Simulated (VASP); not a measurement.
# TiO2 (Cmcm) in VASP: single point with PBEsol

Aim: the single point of TiO2 with PBEsol.

All numbers are computed with VASP 6.6.1; they aren't measurements. Logs are shortened: lines on timing, memory, paths and dates and some standing lists are left out, and cuts for length are marked.

### 1 The cell of the first run

The structure is orthorhombic, space group Cmcm (No. 63). Conventional cell: a = 3.771 Å, b = 19.093 Å, c = 3.771 Å, α = 90.00°, β = 90.00°, γ = 90.00°. Ti (site symmetry m2m) has 5 O at 1.93 to 1.98 Å within 2.6 Å. Ti (site symmetry m2m) has 6 O at 1.93 to 1.98 Å within 2.6 Å. O (site symmetry m2m) has 3 Ti at 1.93 to 1.98 Å and 2 O at 2.46 Å within 2.6 Å. Within 2.6 Å of O (site symmetry m2m) lie 2 Ti at 1.93 Å and 1 O at 2.39 Å. Within 2.6 Å of O (site symmetry m2m) lie 3 Ti at 1.93 to 1.98 Å and 3 O at 2.39 to 2.46 Å. O (site symmetry m2m) has 3 Ti at 1.93 to 1.98 Å and 2 O at 2.46 Å within 2.6 Å.

### 2 Single point, PBEsol (the part above a cut slid along it)

INCAR

```
PREC = Accurate
ENCUT = 520
EDIFF = 1E-6
ISMEAR = 0
SIGMA = 0.05
LREAL = F
LASPH = T
NELM = 80
ALGO = Normal
ISIF = 2
LWAVE = F
LCHARG = F
GGA = PS
NBANDS = 60
ISYM = 0
```

KPOINTS

```
regular mesh
0
Gamma
  7 7 3
```

POSCAR

```
TiO2
1.0
   -3.7706690430      0.0000000000      0.0000000000
    0.0000000000     -3.7706690430      0.0000000000
   -1.8853345215      0.0000000000      9.5463353711
Ti O
4 8
Direct
   -0.4375000000      0.0000000000      0.8750000000
    0.3125000000      0.5000000000      0.3750000000
    0.1875000000      0.0000000000      0.6250000000
   -0.0625000000      0.5000000000      0.1250000000
    0.2086901668      0.5000000000      0.5826196664
    0.9586901668      1.0000000000      0.0826196664
    0.0836901668      0.0000000000      0.8326196664
    0.8336901668      0.5000000000      0.3326196664
    0.2913098332      0.0000000000      0.4173803336
   -0.4586901668      0.5000000000      0.9173803336
   -0.3336901668      0.0000000000      0.6673803336
    0.4163098332      0.5000000000      0.1673803336
```

Potentials or basis: VASP PAW PBE potentials, release 64 (Ti_sv, O).

Command:

```
cat potpaw_PBE.64/Ti_sv/POTCAR potpaw_PBE.64/O/POTCAR > POTCAR
mpirun -np 1 vasp_std > vasp.out
```

OUTCAR:

```text
PREC = Accurate
   ENCUT = 520
   EDIFF = 1E-6
   ISMEAR = 0
   LREAL = F
   LASPH = T
   NELM = 80
   ISIF = 2
   GGA = PS
   ISYM = 0

 ion  position               nearest neighbor table
   1  0.562  0.000  0.875-   7 1.93  10 1.93  10 1.93   7 1.93  11 1.98
   2  0.312  0.500  0.375-   8 1.93   9 1.93   9 1.93   8 1.93  12 1.98   5 1.98
   3  0.188  0.000  0.625-  11 1.93   5 1.93   5 1.93  11 1.93   9 1.98   7 1.98
   4  0.938  0.500  0.125-  12 1.93   6 1.93   6 1.93  12 1.93   8 1.98
   5  0.209  0.500  0.583-   3 1.93   3 1.93   2 1.98
   6  0.959  0.000  0.083-   4 1.93   4 1.93
   7  0.084  0.000  0.833-   1 1.93   1 1.93   3 1.98
   8  0.834  0.500  0.333-   2 1.93   2 1.93   4 1.98
   9  0.291  0.000  0.417-   2 1.93   2 1.93   3 1.98
  10  0.541  0.500  0.917-   1 1.93   1 1.93
  11  0.666  0.000  0.667-   3 1.93   3 1.93   1 1.98
  12  0.416  0.500  0.167-   4 1.93   4 1.93   2 1.98

IMPORTANT INFORMATION: All symmetrisations will be switched off!
NOSYMM: (Re-)initialisation of all symmetry stuff for point group C_1.

----------------------------------------------------------------------------------------

                                     Primitive cell

  volume of cell :     135.7293

  direct lattice vectors                    reciprocal lattice vectors
    -3.770669043  0.000000000  0.000000000    -0.265204925  0.000000000 -0.052376119
     0.000000000 -3.770669043  0.000000000     0.000000000 -0.265204925  0.000000000
    -1.885334521  0.000000000  9.546335371     0.000000000  0.000000000  0.104752239

  length of vectors
     3.770669043  3.770669043  9.730724807     0.270327413  0.265204925  0.104752239

  position of ions in fractional coordinates (direct lattice)
     0.562500000  0.000000000  0.875000000
     0.312500000  0.500000000  0.375000000
     0.187500000  0.000000000  0.625000000
     0.937500000  0.500000000  0.125000000
     0.208690167  0.500000000  0.582619666
     0.958690167  0.000000000  0.082619666
     0.083690167  0.000000000  0.832619666
     0.833690167  0.500000000  0.332619666
     0.291309833  0.000000000  0.417380334
     0.541309833  0.500000000  0.917380334
     0.666309833  0.000000000  0.667380334
     0.416309833  0.500000000  0.167380334

  ion indices of the primitive-cell ions
   primitive index   ion index
                 1           1
                 2           2
                 3           3
                 4           4
                 5           5
                 6           6
                 7           7
                 8           8
                 9           9
                10          10
                11          11
                12          12

----------------------------------------------------------------------------------------

 KPOINTS: regular mesh

Automatic generation of k-mesh.
 Grid dimensions read from file:
 generate k-points for:    7    7    3

 Generating k-lattice:

  Cartesian coordinates                     Fractional coordinates (reciprocal lattice)
    -0.037886418  0.000000000 -0.007482303     0.142857143  0.000000000  0.000000000
     0.000000000 -0.037886418  0.000000000     0.000000000  0.142857143  0.000000000
     0.000000000  0.000000000  0.034917413     0.000000000  0.000000000  0.333333333

  Length of vectors
     0.038618202  0.037886418  0.034917413

  Shift w.r.t. Gamma in fractional coordinates (k-lattice)
     0.000000000  0.000000000  0.000000000

 -----------------------------------------------------------------------------
|                                                                             |
|           W    W    AA    RRRRR   N    N  II  N    N   GGGG   !!!           |
|           W    W   A  A   R    R  NN   N  II  NN   N  G    G  !!!           |
|           W    W  A    A  R    R  N N  N  II  N N  N  G       !!!           |
|           W WW W  AAAAAA  RRRRR   N  N N  II  N  N N  G  GGG   !            |
|           WW  WW  A    A  R   R   N   NN  II  N   NN  G    G                |
|           W    W  A    A  R    R  N    N  II  N    N   GGGG   !!!           |
|                                                                             |
|     Your reciprocal lattice and k-lattice belong to different lattice       |
|     classes:                                                                |
|                                                                             |
|        The reciprocal lattice is base centered orthorhombic,                |
|        whereas your k-lattice is simple monoclinic.                         |
|                                                                             |
|     Results are often still useful ...                                      |
|                                                                             |
 -----------------------------------------------------------------------------

 WARNING: IBZKPT: internal override: KBLOWUP is changed to .FALSE.
      ... skipping the blow-up phase ...

 Subroutine IBZKPT returns following result:
 ===========================================

 Found     74 irreducible k-points:

 Following reciprocal coordinates:
            Coordinates               Weight
  0.000000  0.000000  0.000000      1.000000
  0.142857  0.000000  0.000000      2.000000
  0.285714  0.000000  0.000000      2.000000
  0.428571  0.000000  0.000000      2.000000
  0.000000  0.142857  0.000000      2.000000
  0.142857  0.142857  0.000000      2.000000
[... 16 lines left out ...]
 -0.428571  0.428571  0.000000      2.000000
 -0.285714  0.428571 -0.000000      2.000000
 [... further k-points ...]
   k-points           NKPTS =     74   k-points in BZ     NKDIM =     74   number of bands    NBANDS=     60
   number of dos      NEDOS =    301   number of ions     NIONS =     12
   total plane-waves  NPLWV =  56448
   dimension x,y,z NGX =    28 NGY =   28 NGZ =   72
   dimension x,y,z NGXF=    56 NGYF=   56 NGZF=  144
   ions per type =               4   8
   NGX,Y,Z   is equivalent  to a cutoff of  12.34, 12.34, 12.30 a.u.
   NGXF,Y,Z  is equivalent  to a cutoff of  24.69, 24.69, 24.60 a.u.
 SYSTEM =  unknown system
   PREC   = accura    normal or accurate (medium, high low for compatibility)
   ISTART =      0    job   : 0-new  1-cont  2-samecut
   ICHARG =      2    charge: 1-file 2-atom 10-const
   ISPIN  =      1    spin polarized calculation?
   LNONCOLLINEAR =      F non collinear calculations
   LSORBIT =      F    spin-orbit coupling
   LASPH  =      T    aspherical Exc in radial PAW
   ENCUT  =  520.0 eV  38.22 Ry    6.18 a.u.   7.01  7.01 18.09*2*pi/ulx,y,z
   NELM   =     80;   NELMIN=  2; NELMDL= -5     # of ELM steps
   EDIFF  = 0.1E-05   stopping-criterion for ELM
   LREAL  =      F    real-space projection
   EDIFFG = 0.1E-04   stopping-criterion for IOM
   NSW    =      0    number of steps for IOM
   IBRION =     -1    ionic relax: 0-MD 1-quasi-New 2-CG
   NFREE  =      0    steps in history (QN), initial steepest desc. (CG)
   ISIF   =      2    stress and relaxation
   ISYM   =      0    0-nonsym 1-usesym 2-fastsym
   POTIM  = 0.5000    time-step for ionic-motion
   TEBEG  =    0.0;   TEEND  =   0.0 temperature during run
   PSTRESS=    0.0 pullay stress
   NELECT =      96.0000    total number of electrons
   NUPDOWN=      -1.0000    fix difference up-down
   EMIN   =  10.00;   EMAX   =-10.00  energy-range for DOS
   EFERMI =   0.00;   METHOD = LEGACY
   ISMEAR =     0;   SIGMA  =   0.05  broadening in eV -4-tet -1-fermi 0-gaus
   EFERMI_NEDOS =   21; number of points for ismear=-14 and -15
   IALGO  =     38    algorithm
   IMIX   =      4    mixing-type and parameters
     AMIX     =   0.40;   BMIX     =  1.00
     AMIX_MAG =   1.60;   BMIX_MAG =  1.00
  volume/ion in A,a.u.               =      11.31        76.33
  Fermi-wavevector in a.u.,A,eV,Ry     =   1.458615  2.756383 28.947188  2.127558
  Thomas-Fermi vector in A             =   2.575279
   LORBIT       =      0    0 simple, 1 ext, 2 COOP (PROOUT), +10 PAW based schemes
   GGA     = PS    functional components
   LHFCALC =     F    Hartree Fock is set to
   AEXX    =    0.0000 exact exchange contribution
   IVDW    =     0    specifies the selected vdW correction
   LEPSILON=     F    determine dielectric tensor
   LRPA    =     F    only Hartree local field effects (RPA)
 non-spin polarized calculation
 Gauss-broadening in eV      SIGMA  =   0.05
  energy-cutoff  :      520.00
  volume of cell :      135.73
 maximum number of plane-waves:      3679
   NGX = 15   NGY = 15   NGZ = 37

 number of electron      95.9999977 magnetization

 Free energy of the ion-electron system (eV)
  ---------------------------------------------------
  ext. energy  EPLUGINS =         0.00000000
  ---------------------------------------------------
  free energy    TOTEN  =      -110.79840311 eV

  energy without entropy =     -110.79840311  energy(sigma->0) =     -110.79840311

 E-fermi :   3.9380     XC(G=0): -11.1114

 val. band max:        3.5783482000   @ k =  -0.4286   0.4286   0.3333
 cond. band min:       5.4655127583   @ k =   0.0000   0.0000   0.3333
 fundamental gap:      1.8871645583
 Fermi energy:         3.9380064756

 k-point     1 :       0.0000    0.0000    0.0000
  band No.  band energies     occupation
      1     -52.8106      2.00000
      2     -52.8044      2.00000
      3     -52.7112      2.00000
      4     -52.6804      2.00000
      5     -29.3297      2.00000
      6     -29.2527      2.00000
[... 52 lines left out ...]
     59       7.5765      0.00000
     60       7.6175      0.00000

 k-point     2 :       0.1429    0.0000    0.0000
  band No.  band energies     occupation
      1     -52.8094      2.00000
      2     -52.8039      2.00000
      3     -52.7112      2.00000
      4     -52.6803      2.00000
      5     -29.3276      2.00000
      6     -29.2641      2.00000
[... 52 lines left out ...]
     59       7.5751      0.00000
     60       7.6823      0.00000

 k-point     3 :       0.2857    0.0000    0.0000
  band No.  band energies     occupation
      1     -52.8064      2.00000
      2     -52.8028      2.00000
      3     -52.7112      2.00000
      4     -52.6801      2.00000
      5     -29.3276      2.00000
      6     -29.2913      2.00000
[... 1312 lines left out ...]
     59       8.1944      0.00000
     60       8.2385      0.00000

 k-point    24 :      -0.2857    0.4286   -0.0000
  band No.  band energies     occupation
      1     -52.8027      2.00000
      2     -52.8019      2.00000
      3     -52.6968      2.00000
      4     -52.6898      2.00000
      5     -29.3178      2.00000
      6     -29.3064      2.00000
[... 52 lines left out ...]
     59       7.9030      0.00000
     60       7.9769      0.00000

 [... further k-points ...]

------------------------ aborting loop because EDIFF is reached ----------------------------------------

  FORCE on cell =-STRESS in cart. coord.  units (eV):
  Direction    XX          YY          ZZ          XY          YZ          ZX
  --------------------------------------------------------------------------------------
  -------------------------------------------------------------------------------------
  Total       -2.5232881     -8.2056094      1.5098971     -0.0000015     -0.0000028     -0.0001413
  in kB      -29.7854318    -96.8607667     17.8231484     -0.0000172     -0.0000332     -0.0016677
  external PRESSURE =     -36.2743500 kB  Pullay stress =       0.0000000 kB

 VOLUME and BASIS-vectors are now :
 -----------------------------------------------------------------------------
  energy-cutoff  :      520.00
  volume of cell :      135.73
      direct lattice vectors                 reciprocal lattice vectors
    -3.770669043  0.000000000  0.000000000    -0.265204925  0.000000000 -0.052376119
     0.000000000 -3.770669043  0.000000000     0.000000000 -0.265204925  0.000000000
    -1.885334521  0.000000000  9.546335371     0.000000000  0.000000000  0.104752239

 POSITION                                       TOTAL-FORCE (eV/Angst)
 -----------------------------------------------------------------------------------
     -3.77067      0.00000      8.35304        -0.000001     -0.000014     -0.145967
     -1.88533     -1.88533      3.57988        -0.000017      0.000001     -0.175740
     -1.88533      0.00000      5.96646         0.000008     -0.000003      0.175674
     -3.77067     -1.88533      1.19329         0.000006      0.000019      0.146027
     -1.88533     -1.88533      5.56188         0.000141     -0.000000      0.031312
     -3.77067      0.00000      0.78872         0.000129     -0.000000      0.169077
     -1.88533      0.00000      7.94847         0.000199     -0.000001     -1.433082
     -3.77067     -1.88533      3.17530         0.000201     -0.000001     -0.573161
     -1.88533      0.00000      3.98445        -0.000139     -0.000000     -0.031265
     -3.77067     -1.88533      8.75762        -0.000127      0.000001     -0.169069
     -3.77067      0.00000      6.37104        -0.000202     -0.000001      0.573150
     -1.88533     -1.88533      1.59787        -0.000199     -0.000001      1.433042
 -----------------------------------------------------------------------------------
    total drift:                               -0.000006      0.000007     -0.000051

  FREE ENERGIE OF THE ION-ELECTRON SYSTEM (eV)
  ---------------------------------------------------
  free  energy   TOTEN  =      -110.7984031098 eV

  energy  without entropy=     -110.7984031098  energy(sigma->0) =     -110.79840311
```

It took 17 min on 1 thread of Intel Xeon Platinum 8259CL at 2.50GHz (Skylake/Cascade Lake), shared host; peak memory 0.51 GiB.

What came out:

- Free energy: -110.7984 eV
- Pressure: -3.6 GPa
- Largest force: 1.433 eV/Å
- Band gap on the k mesh: 1.89 eV (least direct gap 2.14 eV)

Forces in eV/Å, atoms in the order of the input:
```
Ti   0.000  0.000 -0.146
Ti   0.000  0.000 -0.176
Ti   0.000  0.000  0.176
Ti   0.000  0.000  0.146
O    0.000  0.000  0.031
O    0.000  0.000  0.169
O    0.000  0.000 -1.433
O    0.000  0.000 -0.573
O    0.000  0.000 -0.031
O    0.000  0.000 -0.169
O    0.000  0.000  0.573
O    0.000  0.000  1.433
```

Caveat: the cell differs from its parent crystal (the part above a cut slid along it); the stress differs along the axes, from -10 to 2 GPa; the PAW data sets were made with another functional, which shifts forces and pressure a little. A k mesh can miss the band edges.
